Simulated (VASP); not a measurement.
# Rh (Pm-3m) in VASP: notebook

The runs below take Rh through single point, relaxation of cell and atoms, with PBEsol.

Program: VASP 6.6.1. These are calculated values, not measurements. Logs are shortened: lines on timing, memory, paths and dates and some standing lists are left out, and cuts for length are marked.

## 1. The cell of the first run

It takes space group Pm-3m (No. 221, cubic). Conventional cell: a = 2.435 Å, b = 2.435 Å, c = 2.435 Å, α = 90.00°, β = 90.00°, γ = 90.00°. Within 3.2 Å of Rh (site symmetry m-3m) lie 6 Rh at 2.43 Å.

This isn't the form of Rh at room conditions, which is fcc.

## 2. Single point, PBEsol

INCAR

```
PREC = Accurate ; ENCUT = 520
EDIFF = 1E-6 ; ISMEAR = 0
SIGMA = 0.1 ; LREAL = False
LASPH = True ; NELM = 60
ALGO = Normal ; ISIF = 2
LWAVE = False ; LCHARG = False
GGA = PS ; NBANDS = 14
```

KPOINTS

```
Automatic mesh
0
Gamma
  8 8 8
```

POSCAR

```
Rh
1.0
    2.4346469703      0.0000000000      0.0000000000
    0.0000000000      2.4346469703      0.0000000000
    0.0000000000      0.0000000000      2.4346469703
Rh
1
Direct
    0.0000000000      0.0000000000      0.0000000000
```

Potentials or basis: VASP PAW PBE potentials, release 64 (Rh_pv).

Started as:

```sh
$ cat potpaw_PBE.64/Rh_pv/POTCAR > POTCAR
$ mpirun -np 1 vasp_std > vasp.out
```

OUTCAR:

```text
PREC = Accurate
   ENCUT = 520
   EDIFF = 1E-6
   ISMEAR = 0
   LREAL = False
   LASPH = True
   NELM = 60
   ISIF = 2
   GGA = PS

 ion  position               nearest neighbor table
   1  0.000  0.000  0.000-

  LATTYP: Found a simple cubic cell.
 ALAT       =     2.4346469703

  Lattice vectors:

 A1 = (   2.4346469703,   0.0000000000,   0.0000000000)
 A2 = (   0.0000000000,   2.4346469703,   0.0000000000)
 A3 = (   0.0000000000,   0.0000000000,   2.4346469703)

Analysis of symmetry for initial positions (statically):
=====================================================================
 Subroutine PRICEL returns:
 Original cell was already a primitive cell.

 Routine SETGRP: Setting up the symmetry group for a
 simple cubic supercell.

 Subroutine GETGRP returns: Found 48 space group operations
 (whereof 48 operations were pure point group operations)
 out of a pool of 48 trial point group operations.

The static configuration has the point symmetry O_h .

Analysis of symmetry for dynamics (positions and initial velocities):
=====================================================================
 Subroutine PRICEL returns:
 Original cell was already a primitive cell.

 Routine SETGRP: Setting up the symmetry group for a
 simple cubic supercell.

 Subroutine GETGRP returns: Found 48 space group operations
 (whereof 48 operations were pure point group operations)
 out of a pool of 48 trial point group operations.

The dynamic configuration has the point symmetry O_h .

 Subroutine INISYM returns: Found 48 space group operations
 (whereof 48 operations are pure point group operations),
 and found     1 'primitive' translations

----------------------------------------------------------------------------------------

                                     Primitive cell

  volume of cell :      14.4314

  direct lattice vectors                    reciprocal lattice vectors
     2.434646970  0.000000000  0.000000000     0.410737167  0.000000000  0.000000000
     0.000000000  2.434646970  0.000000000     0.000000000  0.410737167  0.000000000
     0.000000000  0.000000000  2.434646970     0.000000000  0.000000000  0.410737167

  length of vectors
     2.434646970  2.434646970  2.434646970     0.410737167  0.410737167  0.410737167

  position of ions in fractional coordinates (direct lattice)
     0.000000000  0.000000000  0.000000000

  ion indices of the primitive-cell ions
   primitive index   ion index
                 1           1

----------------------------------------------------------------------------------------

 KPOINTS: Automatic mesh

Automatic generation of k-mesh.
 Grid dimensions read from file:
 generate k-points for:    8    8    8

 Generating k-lattice:

  Cartesian coordinates                     Fractional coordinates (reciprocal lattice)
     0.051342146  0.000000000  0.000000000     0.125000000  0.000000000  0.000000000
     0.000000000  0.051342146  0.000000000     0.000000000  0.125000000  0.000000000
     0.000000000  0.000000000  0.051342146     0.000000000  0.000000000  0.125000000

  Length of vectors
     0.051342146  0.051342146  0.051342146

  Shift w.r.t. Gamma in fractional coordinates (k-lattice)
     0.000000000  0.000000000  0.000000000

 Subroutine IBZKPT returns following result:
 ===========================================

 Found     35 irreducible k-points:

 Following reciprocal coordinates:
            Coordinates               Weight
  0.000000  0.000000  0.000000      1.000000
  0.125000  0.000000  0.000000      6.000000
  0.250000  0.000000  0.000000      6.000000
  0.375000  0.000000  0.000000      6.000000
  0.500000  0.000000  0.000000      3.000000
  0.125000  0.125000  0.000000     12.000000
[... 16 lines left out ...]
  0.375000  0.375000  0.125000     24.000000
  0.500000  0.375000  0.125000     24.000000
 [... further k-points ...]
   k-points           NKPTS =     35   k-points in BZ     NKDIM =     35   number of bands    NBANDS=     14
   number of dos      NEDOS =    301   number of ions     NIONS =      1
   total plane-waves  NPLWV =   5832
   dimension x,y,z NGX =    18 NGY =   18 NGZ =   18
   dimension x,y,z NGXF=    36 NGYF=   36 NGZF=   36
   ions per type =               1
   NGX,Y,Z   is equivalent  to a cutoff of  12.29, 12.29, 12.29 a.u.
   NGXF,Y,Z  is equivalent  to a cutoff of  24.58, 24.58, 24.58 a.u.
 SYSTEM =  unknown system
   PREC   = accura    normal or accurate (medium, high low for compatibility)
   ISTART =      0    job   : 0-new  1-cont  2-samecut
   ICHARG =      2    charge: 1-file 2-atom 10-const
   ISPIN  =      1    spin polarized calculation?
   LNONCOLLINEAR =      F non collinear calculations
   LSORBIT =      F    spin-orbit coupling
   LASPH  =      T    aspherical Exc in radial PAW
   ENCUT  =  520.0 eV  38.22 Ry    6.18 a.u.   4.53  4.53  4.53*2*pi/ulx,y,z
   NELM   =     60;   NELMIN=  2; NELMDL= -5     # of ELM steps
   EDIFF  = 0.1E-05   stopping-criterion for ELM
   LREAL  =      F    real-space projection
   EDIFFG = 0.1E-04   stopping-criterion for IOM
   NSW    =      0    number of steps for IOM
   IBRION =     -1    ionic relax: 0-MD 1-quasi-New 2-CG
   NFREE  =      0    steps in history (QN), initial steepest desc. (CG)
   ISIF   =      2    stress and relaxation
   ISYM   =      2    0-nonsym 1-usesym 2-fastsym
   POTIM  = 0.5000    time-step for ionic-motion
   TEBEG  =    0.0;   TEEND  =   0.0 temperature during run
   PSTRESS=    0.0 pullay stress
   NELECT =      15.0000    total number of electrons
   NUPDOWN=      -1.0000    fix difference up-down
   EMIN   =  10.00;   EMAX   =-10.00  energy-range for DOS
   EFERMI =   0.00;   METHOD = LEGACY
   ISMEAR =     0;   SIGMA  =   0.10  broadening in eV -4-tet -1-fermi 0-gaus
   EFERMI_NEDOS =   21; number of points for ismear=-14 and -15
   IALGO  =     38    algorithm
   IMIX   =      4    mixing-type and parameters
     AMIX     =   0.40;   BMIX     =  1.00
     AMIX_MAG =   1.60;   BMIX_MAG =  1.00
  volume/ion in A,a.u.               =      14.43        97.39
  Fermi-wavevector in a.u.,A,eV,Ry     =   1.658323  3.133777 37.416522  2.750037
  Thomas-Fermi vector in A             =   2.745924
   LORBIT       =      0    0 simple, 1 ext, 2 COOP (PROOUT), +10 PAW based schemes
   GGA     = PS    functional components
   LHFCALC =     F    Hartree Fock is set to
   AEXX    =    0.0000 exact exchange contribution
   IVDW    =     0    specifies the selected vdW correction
   LEPSILON=     F    determine dielectric tensor
   LRPA    =     F    only Hartree local field effects (RPA)
 non-spin polarized calculation
 Gauss-broadening in eV      SIGMA  =   0.10
  energy-cutoff  :      520.00
  volume of cell :       14.43
 maximum number of plane-waves:       402
   NGX =  9   NGY =  9   NGZ =  9

 number of electron      15.0000013 magnetization

 Free energy of the ion-electron system (eV)
  ---------------------------------------------------
  ext. energy  EPLUGINS =         0.00000000
  ---------------------------------------------------
  free energy    TOTEN  =        -7.22710354 eV

  energy without entropy =       -7.21830232  energy(sigma->0) =       -7.22270293

 E-fermi :  11.0845     XC(G=0): -13.7601

 val. band max:       11.0612933538   @ k =   0.1250   0.1250   0.0000
 cond. band min:      11.0902123093   @ k =   0.1250   0.1250   0.1250
 fundamental gap:      0.0289189555
 Fermi energy:        11.0844937595

 k-point     1 :       0.0000    0.0000    0.0000
  band No.  band energies     occupation
      1     -35.1287      2.00000
      2     -35.1287      2.00000
      3     -35.1287      2.00000
      4       3.4031      2.00000
      5       4.9582      2.00000
      6       4.9582      2.00000
      7      11.9756      0.00000
      8      11.9756      0.00000
      9      11.9756      0.00000
     10      28.6801      0.00000
     11      28.6801      0.00000
     12      28.6801      0.00000
     13      31.7423      0.00000
     14      36.9036      0.00000

 k-point     2 :       0.1250    0.0000    0.0000
  band No.  band energies     occupation
      1     -35.2869      2.00000
      2     -35.1154      2.00000
      3     -35.1154      2.00000
      4       3.8622      2.00000
      5       5.0600      2.00000
      6       5.4788      2.00000
      7      11.5234      0.00000
      8      11.5234      0.00000
      9      12.0115      0.00000
     10      26.1200      0.00000
     11      29.5505      0.00000
     12      29.5505      0.00000
     13      31.7477      0.00000
     14      34.4912      0.00000

 k-point     3 :       0.2500    0.0000    0.0000
  band No.  band energies     occupation
      1     -35.6592      2.00000
      2     -35.0830      2.00000
      3     -35.0830      2.00000
      4       4.7803      2.00000
      5       5.3153      2.00000
      6       7.1709      2.00000
      7      10.5564      2.00000
      8      10.5564      2.00000
      9      12.0993      0.00000
     10      22.3173      0.00000
     11      31.4827      0.00000
     12      31.6846      0.00000
     13      31.6846      0.00000
     14      31.7498      0.00000
[... 324 lines left out ...]
 k-point    23 :       0.3750    0.3750    0.1250
  band No.  band energies     occupation
      1     -35.8974      2.00000
      2     -35.8858      2.00000
      3     -35.1222      2.00000
      4       5.2964      2.00000
      5       7.1892      2.00000
      6       9.1311      2.00000
      7       9.1960      2.00000
      8      11.4530      0.00000
      9      14.7596      0.00000
     10      20.7302      0.00000
     11      25.1977      0.00000
     12      29.6850      0.00000
     13      31.7688      0.00000
     14      32.5804      0.00000

 k-point    24 :       0.5000    0.3750    0.1250
  band No.  band energies     occupation
      1     -36.0317      2.00000
      2     -35.8728      2.00000
      3     -35.1083      2.00000
      4       4.9285      2.00000
      5       7.3727      2.00000
      6       8.8482      2.00000
      7       9.2614      2.00000
      8      12.2334      0.00000
      9      17.3092      0.00000
     10      18.3524      0.00000
     11      25.7954      0.00000
     12      27.8326      0.00000
     13      31.7652      0.00000
     14      32.9606      0.00000

 [... further k-points ...]

------------------------ aborting loop because EDIFF is reached ----------------------------------------

  FORCE on cell =-STRESS in cart. coord.  units (eV):
  Direction    XX          YY          ZZ          XY          YZ          ZX
  --------------------------------------------------------------------------------------
  -------------------------------------------------------------------------------------
  Total        1.7314995      1.7314995      1.7314995      0.0000000      0.0000000      0.0000000
  in kB      192.2316828    192.2316828    192.2316828      0.0000000      0.0000000      0.0000000
  external PRESSURE =     192.2316828 kB  Pullay stress =       0.0000000 kB

 VOLUME and BASIS-vectors are now :
 -----------------------------------------------------------------------------
  energy-cutoff  :      520.00
  volume of cell :       14.43
      direct lattice vectors                 reciprocal lattice vectors
     2.434646970  0.000000000  0.000000000     0.410737167  0.000000000  0.000000000
     0.000000000  2.434646970  0.000000000     0.000000000  0.410737167  0.000000000
     0.000000000  0.000000000  2.434646970     0.000000000  0.000000000  0.410737167

 POSITION                                       TOTAL-FORCE (eV/Angst)
 -----------------------------------------------------------------------------------
      0.00000      0.00000      0.00000         0.000000      0.000000      0.000000
 -----------------------------------------------------------------------------------
    total drift:                               -0.000000      0.000000      0.000000

  FREE ENERGIE OF THE ION-ELECTRON SYSTEM (eV)
  ---------------------------------------------------
  free  energy   TOTEN  =        -7.2271035356 eV

  energy  without entropy=       -7.2183023227  energy(sigma->0) =       -7.22270293
```

Wall time 7.8 s (1 thread of Intel Xeon 8259CL, shared host); peak memory 0.12 GiB.

What came out:

- Free energy: -7.2271 eV
- Pressure: 19.2 GPa
- Band gap on the k mesh: zero (an odd number of electrons rules out a gap without spin polarisation)

Caveat: the cell stands under pressure; the PAW data sets were made with another functional, which shifts forces and pressure a little.

(Part 1 of 2 ends here.)
